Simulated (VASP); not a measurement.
# LaHfF5 (P4/mmm) in VASP: single point with PBE

Aim: the single point of LaHfF5 with PBE.

All numbers are computed with VASP 6.6.1; they aren't measurements. Logs are shortened: lines on timing, memory, paths and dates and some standing lists are left out, and cuts for length are marked.

## (1) The cell of the first run

Symmetry: P4/mmm, No. 123, tetragonal system. Conventional cell: a = 4.202 Å, b = 4.202 Å, c = 5.161 Å, α = 90.00°, β = 90.00°, γ = 90.00°. Within 3.3 Å of La (site symmetry 4/mmm) lie 10 F at 2.51 to 2.58 Å. Hf (site symmetry 4/mmm) has 12 F at 2.42 to 2.97 Å within 3.2 Å. F (site symmetry 2mm) has 8 F at 2.41 to 2.97 Å and 2 Hf at 2.42 Å and 2 La at 2.51 Å within 3.2 Å. Within 3.2 Å of F (site symmetry 4/mmm) lie 8 F at 2.42 Å and 2 La at 2.58 Å and 4 Hf at 2.97 Å.

The cell was built from a structure type or drawn by symmetry, and may not be a known phase.

## (2) Single point, PBE

INCAR reads:

```
ALGO     = Normal         # electronic algorithm
EDIFF    = 1E-6           # SCF threshold, eV
ENCUT    = 520            # plane-wave cutoff, eV
GGA      = PE             # functional
ISIF     = 2              # what is computed and relaxed
ISMEAR   = 0              # smearing method
LASPH    = True           # aspherical terms in the spheres
LCHARG   = False          # write CHGCAR
LREAL    = False          # projectors in reciprocal space
LWAVE    = False          # write WAVECAR
NBANDS   = 37             # bands
NELM     = 100            # most SCF steps
PREC     = Accurate       # precision mode
SIGMA    = 0.1            # smearing width, eV
```

KPOINTS reads:

```
k-points
0
Gamma
  10 10 8
```

POSCAR reads:

```
LaHfF5
1.0
    4.2020869801      0.0000000000      0.0000000000
    0.0000000000      4.2020869801      0.0000000000
    0.0000000000      0.0000000000      5.1611645161
La Hf F
1 1 5
Direct
    0.0000000000      0.0000000000      0.5000000000
    0.5000000000      0.5000000000      0.0000000000
    0.0000000000      0.5000000000      0.2334733934
    0.0000000000      0.5000000000      0.7665266066
    0.5000000000      0.0000000000      0.2334733934
    0.5000000000      0.0000000000      0.7665266066
    0.0000000000      0.0000000000      0.0000000000
```

Potentials or basis: VASP PAW PBE potentials, release 64 (La, Hf_pv, F).

The run is started by

```console
$ cat potpaw_PBE.64/La/POTCAR potpaw_PBE.64/Hf_pv/POTCAR potpaw_PBE.64/F/POTCAR > POTCAR
$ mpirun -np 1 vasp_std > vasp.out
```

OUTCAR:

```text
EDIFF = 1E-6
   ENCUT = 520
   GGA = PE
   ISIF = 2
   ISMEAR = 0
   LASPH = True
   LREAL = False
   NELM = 100
   PREC = Accurate

 ion  position               nearest neighbor table
   1  0.000  0.000  0.500-   3 2.51   4 2.51   5 2.51   6 2.51   3 2.51   4 2.51   5 2.51   6 2.51
                             7 2.58   7 2.58
   2  0.500  0.500  0.000-   3 2.42   4 2.42   5 2.42   6 2.42   5 2.42   6 2.42   3 2.42   4 2.42

   3  0.000  0.500  0.233-   2 2.42   2 2.42   1 2.51   1 2.51
   4  0.000  0.500  0.767-   2 2.42   2 2.42   1 2.51   1 2.51
   5  0.500  0.000  0.233-   2 2.42   2 2.42   1 2.51   1 2.51
   6  0.500  0.000  0.767-   2 2.42   2 2.42   1 2.51   1 2.51
   7  0.000  0.000  0.000-   1 2.58   1 2.58

  LATTYP: Found a simple tetragonal cell.
 ALAT       =     4.2020869801
 C/A-ratio  =     1.2282383826

  Lattice vectors:

 A1 = (   4.2020869801,   0.0000000000,   0.0000000000)
 A2 = (   0.0000000000,   4.2020869801,   0.0000000000)
 A3 = (   0.0000000000,   0.0000000000,   5.1611645161)

Analysis of symmetry for initial positions (statically):
=====================================================================
 Subroutine PRICEL returns:
 Original cell was already a primitive cell.

 Routine SETGRP: Setting up the symmetry group for a
 simple tetragonal supercell.

 Subroutine GETGRP returns: Found 16 space group operations
 (whereof 16 operations were pure point group operations)
 out of a pool of 16 trial point group operations.

The static configuration has the point symmetry D_4h.

Analysis of symmetry for dynamics (positions and initial velocities):
=====================================================================
 Subroutine PRICEL returns:
 Original cell was already a primitive cell.

 Routine SETGRP: Setting up the symmetry group for a
 simple tetragonal supercell.

 Subroutine GETGRP returns: Found 16 space group operations
 (whereof 16 operations were pure point group operations)
 out of a pool of 16 trial point group operations.

The dynamic configuration has the point symmetry D_4h.

 Subroutine INISYM returns: Found 16 space group operations
 (whereof 16 operations are pure point group operations),
 and found     1 'primitive' translations

----------------------------------------------------------------------------------------

                                     Primitive cell

  volume of cell :      91.1334

  direct lattice vectors                    reciprocal lattice vectors
     4.202086980  0.000000000  0.000000000     0.237976987  0.000000000  0.000000000
     0.000000000  4.202086980  0.000000000     0.000000000  0.237976987  0.000000000
     0.000000000  0.000000000  5.161164516     0.000000000  0.000000000  0.193754723

  length of vectors
     4.202086980  4.202086980  5.161164516     0.237976987  0.237976987  0.193754723

  position of ions in fractional coordinates (direct lattice)
     0.000000000  0.000000000  0.500000000
     0.500000000  0.500000000  0.000000000
     0.000000000  0.500000000  0.233473393
     0.000000000  0.500000000  0.766526607
     0.500000000  0.000000000  0.233473393
     0.500000000  0.000000000  0.766526607
     0.000000000  0.000000000  0.000000000

  ion indices of the primitive-cell ions
   primitive index   ion index
                 1           1
                 2           2
                 3           3
                 4           4
                 5           5
                 6           6
                 7           7

----------------------------------------------------------------------------------------

 KPOINTS: k-points

Automatic generation of k-mesh.
 Grid dimensions read from file:
 generate k-points for:   10   10    8

 Generating k-lattice:

  Cartesian coordinates                     Fractional coordinates (reciprocal lattice)
     0.023797699  0.000000000  0.000000000     0.100000000  0.000000000  0.000000000
     0.000000000  0.023797699  0.000000000     0.000000000  0.100000000  0.000000000
     0.000000000  0.000000000  0.024219340     0.000000000  0.000000000  0.125000000

  Length of vectors
     0.023797699  0.023797699  0.024219340

  Shift w.r.t. Gamma in fractional coordinates (k-lattice)
     0.000000000  0.000000000  0.000000000

 Subroutine IBZKPT returns following result:
 ===========================================

 Found    105 irreducible k-points:

 Following reciprocal coordinates:
            Coordinates               Weight
  0.000000  0.000000  0.000000      1.000000
  0.100000  0.000000  0.000000      4.000000
  0.200000  0.000000  0.000000      4.000000
  0.300000  0.000000  0.000000      4.000000
  0.400000  0.000000  0.000000      4.000000
  0.500000  0.000000  0.000000      2.000000
[... 16 lines left out ...]
  0.100000  0.000000  0.125000      8.000000
  0.200000  0.000000  0.125000      8.000000
 [... further k-points ...]
   k-points           NKPTS =    105   k-points in BZ     NKDIM =    105   number of bands    NBANDS=     37
   number of dos      NEDOS =    301   number of ions     NIONS =      7
   total plane-waves  NPLWV =  40960
   dimension x,y,z NGX =    32 NGY =   32 NGZ =   40
   dimension x,y,z NGXF=    64 NGYF=   64 NGZF=   80
   ions per type =               1   1   5
   NGX,Y,Z   is equivalent  to a cutoff of  12.66, 12.66, 12.88 a.u.
   NGXF,Y,Z  is equivalent  to a cutoff of  25.32, 25.32, 25.77 a.u.
 SYSTEM =  unknown system
   PREC   = accura    normal or accurate (medium, high low for compatibility)
   ISTART =      0    job   : 0-new  1-cont  2-samecut
   ICHARG =      2    charge: 1-file 2-atom 10-const
   ISPIN  =      1    spin polarized calculation?
   LNONCOLLINEAR =      F non collinear calculations
   LSORBIT =      F    spin-orbit coupling
   LASPH  =      T    aspherical Exc in radial PAW
   ENCUT  =  520.0 eV  38.22 Ry    6.18 a.u.   7.81  7.81  9.60*2*pi/ulx,y,z
   NELM   =    100;   NELMIN=  2; NELMDL= -5     # of ELM steps
   EDIFF  = 0.1E-05   stopping-criterion for ELM
   LREAL  =      F    real-space projection
   EDIFFG = 0.1E-04   stopping-criterion for IOM
   NSW    =      0    number of steps for IOM
   IBRION =     -1    ionic relax: 0-MD 1-quasi-New 2-CG
   NFREE  =      0    steps in history (QN), initial steepest desc. (CG)
   ISIF   =      2    stress and relaxation
   ISYM   =      2    0-nonsym 1-usesym 2-fastsym
   POTIM  = 0.5000    time-step for ionic-motion
   TEBEG  =    0.0;   TEEND  =   0.0 temperature during run
   PSTRESS=    0.0 pullay stress
   NELECT =      56.0000    total number of electrons
   NUPDOWN=      -1.0000    fix difference up-down
   EMIN   =  10.00;   EMAX   =-10.00  energy-range for DOS
   EFERMI =   0.00;   METHOD = LEGACY
   ISMEAR =     0;   SIGMA  =   0.10  broadening in eV -4-tet -1-fermi 0-gaus
   EFERMI_NEDOS =   21; number of points for ismear=-14 and -15
   IALGO  =     38    algorithm
   IMIX   =      4    mixing-type and parameters
     AMIX     =   0.40;   BMIX     =  1.00
     AMIX_MAG =   1.60;   BMIX_MAG =  1.00
  volume/ion in A,a.u.               =      13.02        87.86
  Fermi-wavevector in a.u.,A,eV,Ry     =   1.391805  2.630129 26.356116  1.937120
  Thomas-Fermi vector in A             =   2.515608
   LORBIT       =      0    0 simple, 1 ext, 2 COOP (PROOUT), +10 PAW based schemes
   GGA     = PE    functional components
   LHFCALC =     F    Hartree Fock is set to
   AEXX    =    0.0000 exact exchange contribution
   IVDW    =     0    specifies the selected vdW correction
   LEPSILON=     F    determine dielectric tensor
   LRPA    =     F    only Hartree local field effects (RPA)
 non-spin polarized calculation
 Gauss-broadening in eV      SIGMA  =   0.10
  energy-cutoff  :      520.00
  volume of cell :       91.13
 maximum number of plane-waves:      2478
 NGX is ok and might be reduce to    32
   NGX = 15   NGY = 15   NGZ = 19

 number of electron      55.9999969 magnetization

 Free energy of the ion-electron system (eV)
  ---------------------------------------------------
  ext. energy  EPLUGINS =         0.00000000
  ---------------------------------------------------
  free energy    TOTEN  =       -45.35651358 eV

  energy without entropy =      -45.34625346  energy(sigma->0) =      -45.35138352

 E-fermi :   7.7613     XC(G=0): -10.8539

 val. band max:        7.7528206935   @ k =   0.0000   0.0000   0.5000
 cond. band min:       7.7657641924   @ k =   0.2000   0.0000   0.3750
 fundamental gap:      0.0129434989
 Fermi energy:         7.7612946852

 k-point     1 :       0.0000    0.0000    0.0000
  band No.  band energies     occupation
      1     -26.4271      2.00000
      2     -26.1148      2.00000
      3     -26.1148      2.00000
      4     -25.7015      2.00000
      5     -19.0546      2.00000
      6     -18.8460      2.00000
[... 29 lines left out ...]
     36       8.9818      0.00000
     37       9.0587      0.00000

 k-point     2 :       0.1000    0.0000    0.0000
  band No.  band energies     occupation
      1     -26.4245      2.00000
      2     -26.1193      2.00000
      3     -26.1146      2.00000
      4     -25.6996      2.00000
      5     -19.0503      2.00000
      6     -18.8500      2.00000
[... 29 lines left out ...]
     36       8.9785      0.00000
     37       9.1273      0.00000

 k-point     3 :       0.2000    0.0000    0.0000
  band No.  band energies     occupation
      1     -26.4182      2.00000
      2     -26.1301      2.00000
      3     -26.1141      2.00000
      4     -25.6946      2.00000
      5     -19.0541      2.00000
      6     -18.8474      2.00000
[... 29 lines left out ...]
     36       8.9722      0.00000
     37       9.2378      0.00000

 k-point     4 :       0.3000    0.0000    0.0000
  band No.  band energies     occupation
      1     -26.4125      2.00000
      2     -26.1411      2.00000
      3     -26.1135      2.00000
      4     -25.6884      2.00000
      5     -19.0832      2.00000
      6     -18.8208      2.00000
[... 29 lines left out ...]
     36       8.9785      0.00000
     37       9.3260      0.00000
[... 683 lines left out ...]
      1     -26.4273      2.00000
      2     -26.1148      2.00000
      3     -26.1148      2.00000
      4     -25.6990      2.00000
      5     -19.1046      2.00000
      6     -18.8307      2.00000
[... 29 lines left out ...]
     36       8.9096      0.00000
     37       9.1236      0.00000

 k-point    23 :       0.1000    0.0000    0.1250
  band No.  band energies     occupation
      1     -26.4241      2.00000
      2     -26.1198      2.00000
      3     -26.1146      2.00000
      4     -25.6973      2.00000
      5     -19.0945      2.00000
      6     -18.8353      2.00000
[... 29 lines left out ...]
     36       8.9220      0.00000
     37       9.1660      0.00000

 k-point    24 :       0.2000    0.0000    0.1250
  band No.  band energies     occupation
      1     -26.4163      2.00000
      2     -26.1318      2.00000
      3     -26.1141      2.00000
      4     -25.6930      2.00000
      5     -19.0770      2.00000
      6     -18.8414      2.00000
[... 29 lines left out ...]
     36       8.9348      0.00000
     37       9.2302      0.00000

 [... further k-points ...]
[... 5 lines left out ...]
  --------------------------------------------------------------------------------------
  -------------------------------------------------------------------------------------
  Total       -0.6458588     -0.6458588     -0.4994095      0.0000000      0.0000000      0.0000000
  in kB      -11.3545613    -11.3545613     -8.7799015      0.0000000      0.0000000      0.0000000
  external PRESSURE =     -10.4963414 kB  Pullay stress =       0.0000000 kB

 VOLUME and BASIS-vectors are now :
 -----------------------------------------------------------------------------
  energy-cutoff  :      520.00
  volume of cell :       91.13
      direct lattice vectors                 reciprocal lattice vectors
     4.202086980  0.000000000  0.000000000     0.237976987  0.000000000  0.000000000
     0.000000000  4.202086980  0.000000000     0.000000000  0.237976987  0.000000000
     0.000000000  0.000000000  5.161164516     0.000000000  0.000000000  0.193754723

 POSITION                                       TOTAL-FORCE (eV/Angst)
 -----------------------------------------------------------------------------------
      0.00000      0.00000      2.58058         0.000000     -0.000000      0.000000
      2.10104      2.10104      0.00000         0.000000     -0.000000      0.000000
      0.00000      2.10104      1.20499        -0.000000      0.000000     -0.018308
      0.00000      2.10104      3.95617         0.000000      0.000000      0.018308
      2.10104      0.00000      1.20499         0.000000     -0.000000     -0.018308
      2.10104      0.00000      3.95617        -0.000000     -0.000000      0.018308
      0.00000      0.00000      0.00000         0.000000     -0.000000      0.000000
 -----------------------------------------------------------------------------------
    total drift:                                0.000000      0.000000     -0.000000

  FREE ENERGIE OF THE ION-ELECTRON SYSTEM (eV)
  ---------------------------------------------------
  free  energy   TOTEN  =       -45.3565135780 eV

  energy  without entropy=      -45.3462534587  energy(sigma->0) =      -45.35138352
```

Wall time 3.4 min (1 thread of Intel Xeon 6975P-C (Granite Rapids), shared host); peak memory 0.45 GiB.

Results:

- Free energy: -45.3565 eV
- Pressure: -1.0 GPa
- Largest force: 0.018 eV/Å
- Band gap on the k mesh: zero (bands 28 and 29 overlap by 0.70 eV)

Forces on the atoms (eV/Å):
```
La   0.000  0.000  0.000
Hf   0.000  0.000  0.000
F    0.000  0.000 -0.018
F    0.000  0.000  0.018
F    0.000  0.000 -0.018
F    0.000  0.000  0.018
F    0.000  0.000  0.000
```

Levels at points of the mesh, in eV from the Fermi level:
```
           k point  band 26  band 27  band 28  band 29  band 30  band 31
(0.00, 0.00, 0.00)    -4.82    -4.82    -1.50    -0.39     0.83     0.93
(0.50, 0.00, 0.00)    -5.31    -4.88    -0.87     0.62     0.87     0.88
(0.50, 0.50, 0.00)    -5.37    -5.37    -1.08     0.46     0.46     0.53
(0.00, 0.00, 0.50)    -4.95    -4.95    -0.32    -0.01     0.89     0.94
(0.50, 0.00, 0.50)    -5.38    -5.01     0.12     0.66     0.71     0.76
(0.50, 0.50, 0.50)    -5.52    -5.52     0.20     0.50     0.51     0.56
```

Caveat: spin-orbit coupling is left out, which moves the levels of the heavy elements.
